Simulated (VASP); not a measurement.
# NiO (Fm-3m) in VASP: a series of runs

Aim: see how the results for NiO move with the level of theory and the settings. Levels: LDA, PBEsol+D3(BJ). Tasks: single point.

All numbers are computed with VASP 6.6.1; they aren't measurements. Logs are shortened: lines on timing, memory, paths and dates and some standing lists are left out, and cuts for length are marked.

## Step 1: The cell of the first run

It takes space group Fm-3m (No. 225, cubic). Conventional cell: a = 4.227 Å, b = 4.227 Å, c = 4.227 Å, α = 90.00°, β = 90.00°, γ = 90.00°. Ni (site symmetry m-3m) has 6 O at 2.11 Å within 2.8 Å. Within 2.8 Å of O (site symmetry m-3m) lie 6 Ni at 2.11 Å.

## Step 2: Single point, LDA, collinear spin, ferromagnetic start

The input, INCAR:

```
SYSTEM = NiO
PREC = Accurate
ENCUT = 520
EDIFF = 1E-6
ISMEAR = -1
SIGMA = 0.05
LREAL = .FALSE.
LASPH = .TRUE.
NELM = 150
ALGO = Normal
ISIF = 2
LWAVE = .FALSE.
LCHARG = .TRUE.
ISPIN = 2
MAGMOM = 1 0
LORBIT = 11
LMAXMIX = 4
LELF = .TRUE.
LVHAR = .TRUE.
NBANDS = 19
```

The input, KPOINTS:

```
regular mesh
0
G
  11 11 11
  0 0 0
```

The input, POSCAR:

```
NiO
1.0
    0.0000000000      2.1133508634      2.1133508634
    2.1133508634      0.0000000000      2.1133508634
    2.1133508634      2.1133508634      0.0000000000
Ni O
1 1
Direct
    0.0000000000      0.0000000000      0.0000000000
    0.5000000000      0.5000000000      0.5000000000
```

Potentials or basis: VASP PAW LDA potentials, release 64 (Ni, O).

On the command line:

```sh
$ cat potpaw_LDA.64/Ni/POTCAR potpaw_LDA.64/O/POTCAR > POTCAR
$ mpirun -np 1 vasp_std > vasp.out
```

OUTCAR:

```text
SYSTEM = NiO
   PREC = Accurate
   ENCUT = 520
   EDIFF = 1E-6
   ISMEAR = -1
   LREAL = .FALSE.
   LASPH = .TRUE.
   NELM = 150
   ISIF = 2
   ISPIN = 2
   LORBIT = 11

 ion  position               nearest neighbor table
   1  0.000  0.000  0.000-   2 2.11   2 2.11   2 2.11   2 2.11   2 2.11   2 2.11
   2  0.500  0.500  0.500-   1 2.11   1 2.11   1 2.11   1 2.11   1 2.11   1 2.11

  LATTYP: Found a face centered cubic cell.
 ALAT       =     4.2267017268

  Lattice vectors:

 A1 = (   0.0000000000,   2.1133508634,   2.1133508634)
 A2 = (   2.1133508634,   0.0000000000,   2.1133508634)
 A3 = (   2.1133508634,   2.1133508634,   0.0000000000)

Analysis of symmetry for initial positions (statically):
=====================================================================
 Subroutine PRICEL returns:
 Original cell was already a primitive cell.

 Routine SETGRP: Setting up the symmetry group for a
 face centered cubic supercell.

 Subroutine GETGRP returns: Found 48 space group operations
 (whereof 48 operations were pure point group operations)
 out of a pool of 48 trial point group operations.

The static configuration has the point symmetry O_h .

Analysis of symmetry for dynamics (positions and initial velocities):
=====================================================================
 Subroutine PRICEL returns:
 Original cell was already a primitive cell.

 Routine SETGRP: Setting up the symmetry group for a
 face centered cubic supercell.

 Subroutine GETGRP returns: Found 48 space group operations
 (whereof 48 operations were pure point group operations)
 out of a pool of 48 trial point group operations.

The dynamic configuration has the point symmetry O_h .

Analysis of structural, dynamic, and magnetic symmetry:
=====================================================================
 Subroutine PRICEL returns:
 Original cell was already a primitive cell.

 Routine SETGRP: Setting up the symmetry group for a
 face centered cubic supercell.

 Subroutine GETGRP returns: Found 48 space group operations
 (whereof 48 operations were pure point group operations)
 out of a pool of 48 trial point group operations.

The overall configuration has the point symmetry O_h .

 Subroutine INISYM returns: Found 48 space group operations
 (whereof 48 operations are pure point group operations),
 and found     1 'primitive' translations

----------------------------------------------------------------------------------------

                                     Primitive cell

  volume of cell :      18.8775

  direct lattice vectors                    reciprocal lattice vectors
     0.000000000  2.113350863  2.113350863    -0.236591097  0.236591097  0.236591097
     2.113350863  0.000000000  2.113350863     0.236591097 -0.236591097  0.236591097
     2.113350863  2.113350863  0.000000000     0.236591097  0.236591097 -0.236591097

  length of vectors
     2.988729453  2.988729453  2.988729453     0.409787801  0.409787801  0.409787801

  position of ions in fractional coordinates (direct lattice)
     0.000000000  0.000000000  0.000000000
     0.500000000  0.500000000  0.500000000

  ion indices of the primitive-cell ions
   primitive index   ion index
                 1           1
                 2           2

----------------------------------------------------------------------------------------

 KPOINTS: regular mesh

Automatic generation of k-mesh.
 Grid dimensions read from file:
 generate k-points for:   11   11   11

 Generating k-lattice:

  Cartesian coordinates                     Fractional coordinates (reciprocal lattice)
    -0.021508282  0.021508282  0.021508282     0.090909091  0.000000000  0.000000000
     0.021508282 -0.021508282  0.021508282     0.000000000  0.090909091  0.000000000
     0.021508282  0.021508282 -0.021508282     0.000000000  0.000000000  0.090909091

  Length of vectors
     0.037253436  0.037253436  0.037253436

  Shift w.r.t. Gamma in fractional coordinates (k-lattice)
     0.000000000  0.000000000  0.000000000

 Subroutine IBZKPT returns following result:
 ===========================================

 Found     56 irreducible k-points:

 Following reciprocal coordinates:
            Coordinates               Weight
  0.000000  0.000000  0.000000      1.000000
  0.090909  0.000000  0.000000      8.000000
  0.181818  0.000000  0.000000      8.000000
  0.272727  0.000000  0.000000      8.000000
  0.363636  0.000000  0.000000      8.000000
  0.454545  0.000000  0.000000      8.000000
[... 16 lines left out ...]
 -0.272727  0.181818  0.000000     24.000000
 -0.181818  0.181818  0.000000     12.000000
 [... further k-points ...]
   k-points           NKPTS =     56   k-points in BZ     NKDIM =     56   number of bands    NBANDS=     19
   number of dos      NEDOS =    301   number of ions     NIONS =      2
   total plane-waves  NPLWV =  13824
   dimension x,y,z NGX =    24 NGY =   24 NGZ =   24
   dimension x,y,z NGXF=    48 NGYF=   48 NGZF=   48
   ions per type =               1   1
   NGX,Y,Z   is equivalent  to a cutoff of  13.35, 13.35, 13.35 a.u.
   NGXF,Y,Z  is equivalent  to a cutoff of  26.70, 26.70, 26.70 a.u.
 SYSTEM =  NiO
   PREC   = accura    normal or accurate (medium, high low for compatibility)
   ISTART =      0    job   : 0-new  1-cont  2-samecut
   ICHARG =      2    charge: 1-file 2-atom 10-const
   ISPIN  =      2    spin polarized calculation?
   LNONCOLLINEAR =      F non collinear calculations
   LSORBIT =      F    spin-orbit coupling
   LASPH  =      T    aspherical Exc in radial PAW
   ENCUT  =  520.0 eV  38.22 Ry    6.18 a.u.   5.56  5.56  5.56*2*pi/ulx,y,z
   NELM   =    150;   NELMIN=  2; NELMDL= -5     # of ELM steps
   EDIFF  = 0.1E-05   stopping-criterion for ELM
   LREAL  =      F    real-space projection
   EDIFFG = 0.1E-04   stopping-criterion for IOM
   NSW    =      0    number of steps for IOM
   IBRION =     -1    ionic relax: 0-MD 1-quasi-New 2-CG
   NFREE  =      0    steps in history (QN), initial steepest desc. (CG)
   ISIF   =      2    stress and relaxation
   ISYM   =      2    0-nonsym 1-usesym 2-fastsym
   POTIM  = 0.5000    time-step for ionic-motion
   TEBEG  =    0.0;   TEEND  =   0.0 temperature during run
   PSTRESS=    0.0 pullay stress
   NELECT =      16.0000    total number of electrons
   NUPDOWN=      -1.0000    fix difference up-down
   EMIN   =  10.00;   EMAX   =-10.00  energy-range for DOS
   EFERMI =   0.00;   METHOD = LEGACY
   ISMEAR =    -1;   SIGMA  =   0.05  broadening in eV -4-tet -1-fermi 0-gaus
   EFERMI_NEDOS =   21; number of points for ismear=-14 and -15
   IALGO  =     38    algorithm
   IMIX   =      4    mixing-type and parameters
     AMIX     =   0.40;   BMIX     =  1.00
     AMIX_MAG =   1.60;   BMIX_MAG =  1.00
  volume/ion in A,a.u.               =       9.44        63.70
  Fermi-wavevector in a.u.,A,eV,Ry     =   1.549292  2.927737 32.658133  2.400305
  Thomas-Fermi vector in A             =   2.654120
   LORBIT       =     11    0 simple, 1 ext, 2 COOP (PROOUT), +10 PAW based schemes
   GGA     = CA    functional components
   LHFCALC =     F    Hartree Fock is set to
   AEXX    =    0.0000 exact exchange contribution
   IVDW    =     0    specifies the selected vdW correction
   LEPSILON=     F    determine dielectric tensor
   LRPA    =     F    only Hartree local field effects (RPA)
 spin polarized calculation
  energy-cutoff  :      520.00
  volume of cell :       18.88
 maximum number of plane-waves:       532
 NGX is ok and might be reduce to    24
   NGX = 11   NGY = 11   NGZ = 11

 number of electron      16.0000016 magnetization       0.2239014

 Free energy of the ion-electron system (eV)
  ---------------------------------------------------
  ext. energy  EPLUGINS =         0.00000000
  ---------------------------------------------------
  free energy    TOTEN  =       -13.19317008 eV

  energy without entropy =      -13.17740751  energy(sigma->0) =      -13.18528879

 E-fermi :   6.9368     XC(G=0): -12.9669

 val. band max:        6.9311348192   @ k =  -0.3636   0.1818   0.0000
 cond. band min:       6.9386671723   @ k =   0.2727   0.1818   0.0909
 fundamental gap:      0.0075323531
 Fermi energy:         6.9368053807

 spin component 1

 k-point     1 :       0.0000    0.0000    0.0000
  band No.  band energies     occupation
      1     -12.8535      1.00000
      2       4.0148      1.00000
      3       4.0148      1.00000
      4       4.0148      1.00000
      5       5.2089      1.00000
      6       5.2089      1.00000
[... 11 lines left out ...]
     18      32.6250      0.00000
     19      32.6250      0.00000
[... 485 lines left out ...]
 k-point    24 :      -0.1818    0.1818    0.0000
  band No.  band energies     occupation
      1     -12.0645      1.00000
      2       0.7280      1.00000
      3       2.1700      1.00000
      4       2.4714      1.00000
      5       5.5499      1.00000
      6       5.7473      1.00000
[... 11 lines left out ...]
     18      37.3698      0.00000
     19      38.4192      0.00000

 [... further k-points ...]

 spin component 2

 k-point     1 :       0.0000    0.0000    0.0000
  band No.  band energies     occupation
      1     -12.8086      1.00000
      2       4.0662      1.00000
      3       4.0662      1.00000
      4       4.0662      1.00000
      5       5.3357      1.00000
      6       5.3357      1.00000
[... 11 lines left out ...]
     18      32.6926      0.00000
     19      32.6926      0.00000
[... 485 lines left out ...]
 k-point    24 :      -0.1818    0.1818    0.0000
  band No.  band energies     occupation
      1     -12.0175      1.00000
      2       0.7858      1.00000
      3       2.2778      1.00000
      4       2.5298      1.00000
      5       5.6812      1.00000
      6       5.9559      1.00000
[... 11 lines left out ...]
     18      37.4156      0.00000
     19      38.4817      0.00000

 [... further k-points ...]

------------------------ aborting loop because EDIFF is reached ----------------------------------------

  FORCE on cell =-STRESS in cart. coord.  units (eV):
  Direction    XX          YY          ZZ          XY          YZ          ZX
  --------------------------------------------------------------------------------------
  -------------------------------------------------------------------------------------
  Total       -3.0089119     -3.0089119     -3.0089119     -0.0000000     -0.0000000      0.0000000
  in kB     -255.3731527   -255.3731527   -255.3731527     -0.0000000     -0.0000000      0.0000000
  external PRESSURE =    -255.3731527 kB  Pullay stress =       0.0000000 kB

 VOLUME and BASIS-vectors are now :
 -----------------------------------------------------------------------------
  energy-cutoff  :      520.00
  volume of cell :       18.88
      direct lattice vectors                 reciprocal lattice vectors
     0.000000000  2.113350863  2.113350863    -0.236591097  0.236591097  0.236591097
     2.113350863  0.000000000  2.113350863     0.236591097 -0.236591097  0.236591097
     2.113350863  2.113350863  0.000000000     0.236591097  0.236591097 -0.236591097

 POSITION                                       TOTAL-FORCE (eV/Angst)
 -----------------------------------------------------------------------------------
      0.00000      0.00000      0.00000        -0.000000      0.000000      0.000000
      2.11335      2.11335      2.11335         0.000000     -0.000000      0.000000
 -----------------------------------------------------------------------------------
    total drift:                                0.000000     -0.000000     -0.000000

  FREE ENERGIE OF THE ION-ELECTRON SYSTEM (eV)
  ---------------------------------------------------
  free  energy   TOTEN  =       -13.1931700776 eV

  energy  without entropy=      -13.1774075108  energy(sigma->0) =      -13.18528879

 total charge

# of ion       s       p       d       tot
------------------------------------------
    1        0.318   0.367   8.335   9.021
    2        1.562   3.313   0.000   4.876
--------------------------------------------------
tot          1.881   3.680   8.335  13.896

 magnetization (x)

# of ion       s       p       d       tot
------------------------------------------
    1        0.002   0.003   0.186   0.191
    2        0.004   0.023   0.000   0.027
--------------------------------------------------
tot          0.006   0.026   0.186   0.218
```

Wall time 23 s (1 thread of Intel Xeon 6975P-C (Granite Rapids), shared host); peak memory 0.15 GiB.

What came out:

| Item | Value |
| --- | --- |
| Free energy | -13.1932 eV |
| Pressure | -25.5 GPa |
| Net moment | 0.22 μB per cell |
| Site moments | Ni +0.19; O +0.03 μB |
| Valence electrons inside the program's atomic spheres | Ni 9.02; O 4.88 |

Caveat: the cell stands under tension; semilocal functionals often make such compounds metallic where correlation or magnetic order opens a gap, which also shifts bond lengths. With open d or f shells a metallic result of LDA can be an artefact of self-interaction; +U or a hybrid may open a gap.

## Step 3: Single point, PBEsol+D3(BJ), collinear spin, ferromagnetic start

This run uses another cell than the first one, of 9.62 Å³/atom.

The input, INCAR:

```
PREC = Accurate
ENCUT = 520
EDIFF = 1E-6
ISMEAR = -1
SIGMA = 0.05
LREAL = F
LASPH = T
NELM = 150
ALGO = Normal
ISIF = 2
LWAVE = F
LCHARG = F
ISPIN = 2
MAGMOM = 1 0
LORBIT = 11
LMAXMIX = 4
GGA = PS
IVDW = 12
NBANDS = 19
```

The input, KPOINTS:

```
Automatic mesh
0
Gamma
  11 11 11
```

The input, POSCAR:

```
NiO
1.0
    0.0000000000      2.1268120599      2.1268120599
    2.1268120599      0.0000000000      2.1268120599
    2.1268120599      2.1268120599      0.0000000000
Ni O
1 1
Direct
    0.0000000000      0.0000000000      0.0000000000
    0.5000000000      0.5000000000      0.5000000000
```

Potentials or basis: VASP PAW PBE potentials, release 64 (Ni, O).

On the command line:

```sh
$ cat potpaw_PBE.64/Ni/POTCAR potpaw_PBE.64/O/POTCAR > POTCAR
$ mpirun -np 1 vasp_std > vasp.out
```

OUTCAR:

```text
PREC = Accurate
   ENCUT = 520
   EDIFF = 1E-6
   ISMEAR = -1
   LREAL = F
   LASPH = T
   NELM = 150
   ISIF = 2
   ISPIN = 2
   LORBIT = 11
   GGA = PS
   IVDW = 12
 IVDW          = 12

 ion  position               nearest neighbor table
   1  0.000  0.000  0.000-   2 2.13   2 2.13   2 2.13   2 2.13   2 2.13   2 2.13
   2  0.500  0.500  0.500-   1 2.13   1 2.13   1 2.13   1 2.13   1 2.13   1 2.13

  LATTYP: Found a face centered cubic cell.
 ALAT       =     4.2536241198
[... 1276 lines left out ...]
  in kB    -189.02849  -189.02849  -189.02849    -0.00000     0.00000    -0.00000
  external pressure =     -189.03 kB  Pullay stress =        0.00 kB

 VOLUME and BASIS-vectors are now :
 -----------------------------------------------------------------------------
  energy-cutoff  :      520.00
  volume of cell :       19.24
      direct lattice vectors                 reciprocal lattice vectors
     0.000000000  2.126812060  2.126812060    -0.235093645  0.235093645  0.235093645
     2.126812060  0.000000000  2.126812060     0.235093645 -0.235093645  0.235093645
     2.126812060  2.126812060  0.000000000     0.235093645  0.235093645 -0.235093645

 POSITION                                       TOTAL-FORCE (eV/Angst)
 -----------------------------------------------------------------------------------
      0.00000      0.00000      0.00000         0.000000      0.000000     -0.000000
      2.12681      2.12681      2.12681        -0.000000     -0.000000      0.000000
 -----------------------------------------------------------------------------------
    total drift:                                0.000000     -0.000000     -0.000000

  FREE ENERGIE OF THE ION-ELECTRON SYSTEM (eV)
  ---------------------------------------------------
  free  energy   TOTEN  =       -12.7282765861 eV

  energy  without entropy=      -12.7146897518  energy(sigma->0) =      -12.72148317

 total charge

# of ion       s       p       d       tot
------------------------------------------
    1        0.317   0.366   8.237   8.920
    2        1.554   3.357   0.000   4.911
--------------------------------------------------
tot          1.871   3.723   8.237  13.832

 magnetization (x)

# of ion       s       p       d       tot
------------------------------------------
    1        0.010   0.013   1.289   1.313
    2        0.025   0.215   0.000   0.240
--------------------------------------------------
tot          0.035   0.228   1.289   1.552
```

OSZICAR:

```text
N       E                     dE             d eps       ncg     rms          rms(c)
DAV:   1     0.843908863783E+02    0.84391E+02   -0.70413E+03  4576   0.103E+03
DAV:   2    -0.901568074371E+01   -0.93407E+02   -0.81096E+02  4406   0.234E+02
DAV:   3    -0.144819598152E+02   -0.54663E+01   -0.52007E+01  4874   0.571E+01
DAV:   4    -0.145333252475E+02   -0.51365E-01   -0.51306E-01  4725   0.540E+00
DAV:   5    -0.145340972989E+02   -0.77205E-03   -0.77200E-03  4866   0.666E-01    0.135E+01
DAV:   6    -0.141590137319E+02    0.37508E+00   -0.13141E+01  5523   0.602E+01    0.183E+01
DAV:   7    -0.123675157968E+02    0.17915E+01   -0.59999E+00  5459   0.509E+01    0.541E+00
DAV:   8    -0.123002168246E+02    0.67299E-01   -0.25794E-01  5531   0.844E+00    0.289E+00
DAV:   9    -0.123058598413E+02   -0.56430E-02   -0.33012E-02  6055   0.240E+00    0.769E-01
DAV:  10    -0.123063704974E+02   -0.51066E-03   -0.40477E-03  4842   0.728E-01    0.282E-01
DAV:  11    -0.123066801974E+02   -0.30970E-03   -0.58786E-04  6181   0.351E-01    0.195E-01
DAV:  12    -0.123065796548E+02    0.10054E-03   -0.50866E-04  5168   0.500E-01    0.797E-02
DAV:  13    -0.123067021023E+02   -0.12245E-03   -0.16181E-04  5362   0.152E-01    0.604E-02
DAV:  14    -0.123067026620E+02   -0.55967E-06   -0.49806E-05  5552   0.163E-01    0.195E-02
DAV:  15    -0.123067019604E+02    0.70164E-06   -0.10824E-05  5948   0.403E-02    0.440E-03
DAV:  16    -0.123067020644E+02   -0.10404E-06   -0.54043E-07  2359   0.123E-02
   1 F= -.12728277E+02 E0= -.12721483E+02  d E =-.135868E-01  mag=     1.5925
```

Run time: 26 s. Hardware: 1 thread of Intel Xeon 6975P-C (Granite Rapids), shared host; peak memory 0.18 GiB.

Results:

| Property | Result |
| --- | --- |
| Free energy | -12.7283 eV |
| Pressure | -18.9 GPa |
| Net moment | 1.59 μB per cell |
| Site moments | Ni +1.31; O +0.24 μB |
| Valence electrons inside the program's atomic spheres | Ni 8.92; O 4.91 |
| Dispersion energy per atom | -0.211 eV |

Caveat: the cell stands under tension; the PAW data sets were made with another functional, which shifts forces and pressure a little; a cell with one magnetic atom can't hold antiferromagnetic order, which such compounds often take; semilocal functionals often make such compounds metallic where correlation or magnetic order opens a gap, which also shifts bond lengths.
